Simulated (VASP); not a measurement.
Input of a VASP 6.6.1 run:

Contents of INCAR:

```
PREC = Accurate ; ENCUT = 600
EDIFF = 1E-6 ; ISMEAR = 0
SIGMA = 0.2 ; LREAL = False
LASPH = True ; NELM = 120
ALGO = Normal ; ISIF = 2
LWAVE = False ; LCHARG = False
GGA = PE ; NBANDS = 32
GGA_COMPAT = False
```

The input KPOINTS:

```
Automatic mesh
0
Gamma
  4 4 3
```

POSCAR

```
Mg2Zn3O
1.0
    4.4312095593     -0.0000000028      0.0000000000
   -2.2156047772      3.8375400492      0.0000000000
    0.0000000000      0.0000000000      5.5797576996
Mg Zn O
2 3 1
Direct
    0.3333333333      0.6666666667      0.0000000000
    0.6666666667      0.3333333333      0.0000000000
    0.6702544852      0.0000000000      0.5000000000
    0.0000000000      0.6702544852      0.5000000000
    0.3297455148      0.3297455148      0.5000000000
    0.0000000000      0.0000000000      0.0000000000
```

Potentials or basis: VASP PAW PBE potentials, release 64 (Mg, Zn, O).

The run is started by

```bash
$ cat potpaw_PBE.64/Mg/POTCAR potpaw_PBE.64/Zn/POTCAR potpaw_PBE.64/O/POTCAR > POTCAR
$ mpirun -np 1 vasp_std > vasp.out
```

Q: Estimate the band gap on the k mesh.

A: Zero (band 23 reaches 4.74 eV, above the bottom of band 24 at 2.92 eV).

Q: What does it give for the pressure?

A: -0.2 GPa.

Q: Predict the largest force.

A: 0.020 eV/Å.

Forces on the atoms (eV/Å):
```
Mg   0.000  0.000  0.000
Mg   0.000  0.000  0.000
Zn  -0.020  0.000  0.000
Zn   0.010 -0.017  0.000
Zn   0.010  0.017  0.000
O    0.000  0.000  0.000
```

Caveat: the k points lie up to 0.41 Å⁻¹ apart.
